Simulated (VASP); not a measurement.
# CuAu (P4/mmm) in VASP: further runs

CuAu is run at these levels: PBE; tasks: single point, relaxation of shape and atoms at fixed volume.

All numbers are computed with VASP 6.6.1; they aren't measurements. Logs are shortened: lines on timing, memory, paths and dates and some standing lists are left out, and cuts for length are marked.

## (1) The cell of the first run

It takes space group P4/mmm (No. 123, tetragonal). The conventional cell has a = 2.824 Å, b = 2.824 Å, c = 3.424 Å, α = 90.00°, β = 90.00°, γ = 90.00°. Cu (site symmetry 4/mmm) has 8 Au at 2.63 Å and 6 Cu at 2.82 to 3.42 Å within 3.5 Å. Au (site symmetry 4/mmm) has 8 Cu at 2.63 Å and 6 Au at 2.82 to 3.42 Å within 3.5 Å.

## (2) Single point, PBE (13.65 Å³/atom)

Input file INCAR:

```
SYSTEM = CuAu
PREC = Accurate
ENCUT = 520
EDIFF = 1E-6
ISMEAR = 0
SIGMA = 0.1
LREAL = .FALSE.
LASPH = .TRUE.
NELM = 100
ALGO = Normal
ISIF = 2
LWAVE = .FALSE.
LCHARG = .TRUE.
GGA = PE
LELF = .TRUE.
LVHAR = .TRUE.
NBANDS = 18
```

Input file KPOINTS:

```
regular mesh
0
G
  14 14 12
  0 0 0
```

Input file POSCAR:

```
CuAu
1.0
    2.8238088620      0.0000000000      0.0000000000
    0.0000000000      2.8238088620      0.0000000000
    0.0000000000      0.0000000000      3.4243765291
Cu Au
1 1
Direct
    0.5000000000      0.5000000000      0.5000000000
    0.0000000000      0.0000000000      0.0000000000
```

Potentials or basis: VASP PAW PBE potentials, release 64 (Cu, Au).

Launch:

```
cat potpaw_PBE.64/Cu/POTCAR potpaw_PBE.64/Au/POTCAR > POTCAR
mpirun -np 1 vasp_std > vasp.out
```

OUTCAR:

```text
SYSTEM = CuAu
   PREC = Accurate
   ENCUT = 520
   EDIFF = 1E-6
   ISMEAR = 0
   LREAL = .FALSE.
   LASPH = .TRUE.
   NELM = 100
   ISIF = 2
   GGA = PE

 ion  position               nearest neighbor table
   1  0.500  0.500  0.500-   2 2.63   2 2.63   2 2.63   2 2.63   2 2.63   2 2.63   2 2.63   2 2.63

   2  0.000  0.000  0.000-   1 2.63   1 2.63   1 2.63   1 2.63   1 2.63   1 2.63   1 2.63   1 2.63

  LATTYP: Found a simple tetragonal cell.
 ALAT       =     2.8238088620
 C/A-ratio  =     1.2126799994

  Lattice vectors:

 A1 = (   2.8238088620,   0.0000000000,   0.0000000000)
 A2 = (   0.0000000000,   2.8238088620,   0.0000000000)
 A3 = (   0.0000000000,   0.0000000000,   3.4243765291)

Analysis of symmetry for initial positions (statically):
=====================================================================
 Subroutine PRICEL returns:
 Original cell was already a primitive cell.

 Routine SETGRP: Setting up the symmetry group for a
 simple tetragonal supercell.

 Subroutine GETGRP returns: Found 16 space group operations
 (whereof 16 operations were pure point group operations)
 out of a pool of 16 trial point group operations.

The static configuration has the point symmetry D_4h.

Analysis of symmetry for dynamics (positions and initial velocities):
=====================================================================
 Subroutine PRICEL returns:
 Original cell was already a primitive cell.

 Routine SETGRP: Setting up the symmetry group for a
 simple tetragonal supercell.

 Subroutine GETGRP returns: Found 16 space group operations
 (whereof 16 operations were pure point group operations)
 out of a pool of 16 trial point group operations.

The dynamic configuration has the point symmetry D_4h.

 Subroutine INISYM returns: Found 16 space group operations
 (whereof 16 operations are pure point group operations),
 and found     1 'primitive' translations

----------------------------------------------------------------------------------------

                                     Primitive cell

  volume of cell :      27.3056

  direct lattice vectors                    reciprocal lattice vectors
     2.823808862  0.000000000  0.000000000     0.354131618  0.000000000  0.000000000
     0.000000000  2.823808862  0.000000000     0.000000000  0.354131618  0.000000000
     0.000000000  0.000000000  3.424376529     0.000000000  0.000000000  0.292023962

  length of vectors
     2.823808862  2.823808862  3.424376529     0.354131618  0.354131618  0.292023962

  position of ions in fractional coordinates (direct lattice)
     0.500000000  0.500000000  0.500000000
     0.000000000  0.000000000  0.000000000

  ion indices of the primitive-cell ions
   primitive index   ion index
                 1           1
                 2           2

----------------------------------------------------------------------------------------

 KPOINTS: regular mesh

Automatic generation of k-mesh.
 Grid dimensions read from file:
 generate k-points for:   14   14   12

 Generating k-lattice:

  Cartesian coordinates                     Fractional coordinates (reciprocal lattice)
     0.025295116  0.000000000  0.000000000     0.071428571  0.000000000  0.000000000
     0.000000000  0.025295116  0.000000000     0.000000000  0.071428571  0.000000000
     0.000000000  0.000000000  0.024335330     0.000000000  0.000000000  0.083333333

  Length of vectors
     0.025295116  0.025295116  0.024335330

  Shift w.r.t. Gamma in fractional coordinates (k-lattice)
     0.000000000  0.000000000  0.000000000

 Subroutine IBZKPT returns following result:
 ===========================================

 Found    252 irreducible k-points:

 Following reciprocal coordinates:
            Coordinates               Weight
  0.000000  0.000000  0.000000      1.000000
  0.071429  0.000000  0.000000      4.000000
  0.142857  0.000000  0.000000      4.000000
  0.214286  0.000000  0.000000      4.000000
  0.285714  0.000000  0.000000      4.000000
  0.357143  0.000000  0.000000      4.000000
[... 16 lines left out ...]
  0.285714  0.214286  0.000000      8.000000
  0.357143  0.214286  0.000000      8.000000
 [... further k-points ...]
   k-points           NKPTS =    252   k-points in BZ     NKDIM =    252   number of bands    NBANDS=     18
   number of dos      NEDOS =    301   number of ions     NIONS =      2
   total plane-waves  NPLWV =  16128
   dimension x,y,z NGX =    24 NGY =   24 NGZ =   28
   dimension x,y,z NGXF=    48 NGYF=   48 NGZF=   56
   ions per type =               1   1
   NGX,Y,Z   is equivalent  to a cutoff of  14.13, 14.13, 13.59 a.u.
   NGXF,Y,Z  is equivalent  to a cutoff of  28.26, 28.26, 27.19 a.u.
 SYSTEM =  CuAu
   PREC   = accura    normal or accurate (medium, high low for compatibility)
   ISTART =      0    job   : 0-new  1-cont  2-samecut
   ICHARG =      2    charge: 1-file 2-atom 10-const
   ISPIN  =      1    spin polarized calculation?
   LNONCOLLINEAR =      F non collinear calculations
   LSORBIT =      F    spin-orbit coupling
   LASPH  =      T    aspherical Exc in radial PAW
   ENCUT  =  520.0 eV  38.22 Ry    6.18 a.u.   5.25  5.25  6.37*2*pi/ulx,y,z
   NELM   =    100;   NELMIN=  2; NELMDL= -5     # of ELM steps
   EDIFF  = 0.1E-05   stopping-criterion for ELM
   LREAL  =      F    real-space projection
   EDIFFG = 0.1E-04   stopping-criterion for IOM
   NSW    =      0    number of steps for IOM
   IBRION =     -1    ionic relax: 0-MD 1-quasi-New 2-CG
   NFREE  =      0    steps in history (QN), initial steepest desc. (CG)
   ISIF   =      2    stress and relaxation
   ISYM   =      2    0-nonsym 1-usesym 2-fastsym
   POTIM  = 0.5000    time-step for ionic-motion
   TEBEG  =    0.0;   TEEND  =   0.0 temperature during run
   PSTRESS=    0.0 pullay stress
   NELECT =      22.0000    total number of electrons
   NUPDOWN=      -1.0000    fix difference up-down
   EMIN   =  10.00;   EMAX   =-10.00  energy-range for DOS
   EFERMI =   0.00;   METHOD = LEGACY
   ISMEAR =     0;   SIGMA  =   0.10  broadening in eV -4-tet -1-fermi 0-gaus
   EFERMI_NEDOS =   21; number of points for ismear=-14 and -15
   IALGO  =     38    algorithm
   IMIX   =      4    mixing-type and parameters
     AMIX     =   0.40;   BMIX     =  1.00
     AMIX_MAG =   1.60;   BMIX_MAG =  1.00
  volume/ion in A,a.u.               =      13.65        92.13
  Fermi-wavevector in a.u.,A,eV,Ry     =   1.523345  2.878705 31.573420  2.320581
  Thomas-Fermi vector in A             =   2.631801
   LORBIT       =      0    0 simple, 1 ext, 2 COOP (PROOUT), +10 PAW based schemes
   GGA     = PE    functional components
   LHFCALC =     F    Hartree Fock is set to
   AEXX    =    0.0000 exact exchange contribution
   IVDW    =     0    specifies the selected vdW correction
   LEPSILON=     F    determine dielectric tensor
   LRPA    =     F    only Hartree local field effects (RPA)
 non-spin polarized calculation
 Gauss-broadening in eV      SIGMA  =   0.10
  energy-cutoff  :      520.00
  volume of cell :       27.31
 maximum number of plane-waves:       752
 NGX is ok and might be reduce to    24
   NGX = 11   NGY = 11   NGZ = 13

 number of electron      22.0000007 magnetization

 Free energy of the ion-electron system (eV)
  ---------------------------------------------------
  ext. energy  EPLUGINS =         0.00000000
  ---------------------------------------------------
  free energy    TOTEN  =        -6.93809011 eV

  energy without entropy =       -6.93636734  energy(sigma->0) =       -6.93722873

 E-fermi :   9.7318     XC(G=0): -13.0469

 val. band max:        9.7088751728   @ k =   0.5000   0.2857   0.0833
 cond. band min:       9.7441333850   @ k =   0.5000   0.4286   0.0000
 fundamental gap:      0.0352582122
 Fermi energy:         9.7318293371

 k-point     1 :       0.0000    0.0000    0.0000
  band No.  band energies     occupation
      1      -0.6494      2.00000
      2       2.7442      2.00000
      3       2.8474      2.00000
      4       5.3046      2.00000
      5       5.3046      2.00000
      6       6.2455      2.00000
[... 10 lines left out ...]
     17      26.3675      0.00000
     18      27.5944      0.00000

 k-point     2 :       0.0714    0.0000    0.0000
  band No.  band energies     occupation
      1      -0.5308      2.00000
      2       2.8042      2.00000
      3       2.9120      2.00000
      4       5.2497      2.00000
      5       5.3353      2.00000
      6       6.2028      2.00000
[... 10 lines left out ...]
     17      27.2286      0.00000
     18      27.6741      0.00000

 k-point     3 :       0.1429    0.0000    0.0000
  band No.  band energies     occupation
      1      -0.1852      2.00000
      2       2.9389      2.00000
      3       3.1383      2.00000
      4       5.0915      2.00000
      5       5.4252      2.00000
      6       6.0798      2.00000
[... 10 lines left out ...]
     17      27.7862      0.00000
     18      29.3139      0.00000

 k-point     4 :       0.2143    0.0000    0.0000
  band No.  band energies     occupation
      1       0.3548      2.00000
      2       3.1218      2.00000
      3       3.5114      2.00000
      4       4.8537      2.00000
      5       5.5677      2.00000
      6       5.8944      2.00000
[... 375 lines left out ...]
      4       4.5902      2.00000
      5       5.1094      2.00000
      6       5.3920      2.00000
[... 10 lines left out ...]
     17      27.2298      0.00000
     18      27.8721      0.00000

 k-point    23 :       0.2857    0.2143    0.0000
  band No.  band energies     occupation
      1       1.8726      2.00000
      2       3.7224      2.00000
      3       4.2720      2.00000
      4       4.3659      2.00000
      5       4.9057      2.00000
      6       5.3630      2.00000
[... 10 lines left out ...]
     17      26.0672      0.00000
     18      26.3885      0.00000

 k-point    24 :       0.3571    0.2143    0.0000
  band No.  band energies     occupation
      1       2.4437      2.00000
      2       3.7061      2.00000
      3       4.1258      2.00000
      4       4.4177      2.00000
      5       4.7798      2.00000
      6       5.7503      2.00000
[... 10 lines left out ...]
     17      24.8245      0.00000
     18      25.0174      0.00000

 [... further k-points ...]

------------------------ aborting loop because EDIFF is reached ----------------------------------------

  FORCE on cell =-STRESS in cart. coord.  units (eV):
  Direction    XX          YY          ZZ          XY          YZ          ZX
  --------------------------------------------------------------------------------------
  -------------------------------------------------------------------------------------
  Total        2.8813021      2.8813021      2.8807030      0.0000000      0.0000000      0.0000000
  in kB      169.0624929    169.0624929    169.0273409      0.0000000      0.0000000      0.0000000
  external PRESSURE =     169.0507756 kB  Pullay stress =       0.0000000 kB

 VOLUME and BASIS-vectors are now :
 -----------------------------------------------------------------------------
  energy-cutoff  :      520.00
  volume of cell :       27.31
      direct lattice vectors                 reciprocal lattice vectors
     2.823808862  0.000000000  0.000000000     0.354131618  0.000000000  0.000000000
     0.000000000  2.823808862  0.000000000     0.000000000  0.354131618  0.000000000
     0.000000000  0.000000000  3.424376529     0.000000000  0.000000000  0.292023962

 POSITION                                       TOTAL-FORCE (eV/Angst)
 -----------------------------------------------------------------------------------
      1.41190      1.41190      1.71219         0.000000      0.000000      0.000000
      0.00000      0.00000      0.00000         0.000000      0.000000      0.000000
 -----------------------------------------------------------------------------------
    total drift:                                0.000000      0.000000     -0.000000

  FREE ENERGIE OF THE ION-ELECTRON SYSTEM (eV)
  ---------------------------------------------------
  free  energy   TOTEN  =        -6.9380901071 eV

  energy  without entropy=       -6.9363673430  energy(sigma->0) =       -6.93722873
```

Wall time 38 s (1 thread of Intel Xeon 6975P-C (Granite Rapids), shared host); peak memory 0.25 GiB.

What came out:

```
Free energy            : -6.9381 eV
Pressure               : 16.9 GPa
Band gap on the k mesh : zero (bands 11 and 12 overlap by 7.53 eV)
```

Caveat: the cell stands under pressure; spin-orbit coupling is left out, which moves the levels of the heavy elements.

## (3) Single point, PBE

Input file INCAR:

```
  PREC = Accurate
  ENCUT = 520
  EDIFF = 1E-6
  ISMEAR = 0
  SIGMA = 0.1
  LREAL = F
  LASPH = T
  NELM = 80
  ALGO = Normal
  ISIF = 2
  LWAVE = F
  LCHARG = F
  GGA = PE
  NBANDS = 18
```

Input file KPOINTS:

```
regular mesh
0
Gamma
  14 14 12
```

POSCAR is that of step 2.

Potentials or basis: VASP PAW PBE potentials, release 64 (Cu, Au).

Launch:

```
cat potpaw_PBE.64/Cu/POTCAR potpaw_PBE.64/Au/POTCAR > POTCAR
mpirun -np 1 vasp_std > vasp.out
```

OUTCAR:

```text
PREC = Accurate
   ENCUT = 520
   EDIFF = 1E-6
   ISMEAR = 0
   LREAL = F
   LASPH = T
   NELM = 80
   ISIF = 2
   GGA = PE

 ion  position               nearest neighbor table
   1  0.500  0.500  0.500-   2 2.63   2 2.63   2 2.63   2 2.63   2 2.63   2 2.63   2 2.63   2 2.63

   2  0.000  0.000  0.000-   1 2.63   1 2.63   1 2.63   1 2.63   1 2.63   1 2.63   1 2.63   1 2.63

  LATTYP: Found a simple tetragonal cell.
 ALAT       =     2.8238088620
 C/A-ratio  =     1.2126799994

[... 693 lines left out ...]

------------------------ aborting loop because EDIFF is reached ----------------------------------------

  FORCE on cell =-STRESS in cart. coord.  units (eV):
  Direction    XX          YY          ZZ          XY          YZ          ZX
  --------------------------------------------------------------------------------------
  -------------------------------------------------------------------------------------
  Total        2.8813021      2.8813021      2.8807030      0.0000000      0.0000000      0.0000000
  in kB      169.0624929    169.0624929    169.0273409      0.0000000      0.0000000      0.0000000
  external PRESSURE =     169.0507756 kB  Pullay stress =       0.0000000 kB

 VOLUME and BASIS-vectors are now :
 -----------------------------------------------------------------------------
  energy-cutoff  :      520.00
  volume of cell :       27.31
      direct lattice vectors                 reciprocal lattice vectors
     2.823808862  0.000000000  0.000000000     0.354131618  0.000000000  0.000000000
     0.000000000  2.823808862  0.000000000     0.000000000  0.354131618  0.000000000
     0.000000000  0.000000000  3.424376529     0.000000000  0.000000000  0.292023962

 POSITION                                       TOTAL-FORCE (eV/Angst)
 -----------------------------------------------------------------------------------
      1.41190      1.41190      1.71219         0.000000      0.000000      0.000000
      0.00000      0.00000      0.00000         0.000000      0.000000      0.000000
 -----------------------------------------------------------------------------------
    total drift:                                0.000000      0.000000     -0.000000

  FREE ENERGIE OF THE ION-ELECTRON SYSTEM (eV)
  ---------------------------------------------------
  free  energy   TOTEN  =        -6.9380901071 eV

  energy  without entropy=       -6.9363673430  energy(sigma->0) =       -6.93722873
```

OSZICAR:

```text
N       E                     dE             d eps       ncg     rms          rms(c)
DAV:   1     0.125888431903E+03    0.12589E+03   -0.11098E+04 10072   0.176E+03
DAV:   2    -0.288219033826E+01   -0.12877E+03   -0.12121E+03  9224   0.297E+02
DAV:   3    -0.786255249233E+01   -0.49804E+01   -0.48960E+01 10620   0.681E+01
DAV:   4    -0.793010917206E+01   -0.67557E-01   -0.67508E-01 11198   0.659E+00
DAV:   5    -0.793177715503E+01   -0.16680E-02   -0.16679E-02 11542   0.106E+00    0.131E+01
DAV:   6    -0.737276018645E+01    0.55902E+00   -0.66641E+00  9772   0.726E+01    0.570E+00
DAV:   7    -0.702627007551E+01    0.34649E+00   -0.28174E+00 10930   0.777E+01    0.643E+00
DAV:   8    -0.694710131583E+01    0.79169E-01   -0.25116E-01 11982   0.131E+01    0.298E+00
DAV:   9    -0.693849683282E+01    0.86045E-02   -0.24151E-02 13822   0.362E+00    0.189E-01
DAV:  10    -0.693811360580E+01    0.38323E-03   -0.35503E-03 11370   0.707E-01    0.112E-01
DAV:  11    -0.693809620523E+01    0.17401E-04   -0.95032E-05 12292   0.106E-01    0.254E-02
DAV:  12    -0.693809045518E+01    0.57500E-05   -0.13580E-05 13784   0.949E-02    0.436E-03
DAV:  13    -0.693809010710E+01    0.34809E-06   -0.27163E-07  5186   0.128E-02
   1 F= -.69380901E+01 E0= -.69372287E+01  d E =-.172276E-02
```

stdout:

```text
POSCAR found type information on POSCAR CuAu
 POSCAR found :  2 types and       2 ions
 scaLAPACK will be used
 LDA part: xc-table for (Slater+PW92), standard interpolation
 POSCAR, INCAR and KPOINTS ok, starting setup
 FFT: planning ... GRIDC
 FFT: planning ... GRID_SOFT
 FFT: planning ... GRID
 WAVECAR not read
 entering main loop
```

Run time: 41 s. Hardware: 1 thread of Intel Xeon 6975P-C (Granite Rapids), shared host; peak memory 0.25 GiB.

What came out:

- Free energy: -6.9381 eV
- Pressure: 16.9 GPa
- Band gap on the k mesh: zero (bands 11 and 12 overlap by 7.53 eV)

Caveat: the cell stands under pressure; spin-orbit coupling is left out, which moves the levels of the heavy elements.

(Part 1 of 3 ends here.)

The gap in the log of VASP goes by the Fermi energy; the results here count the filled bands.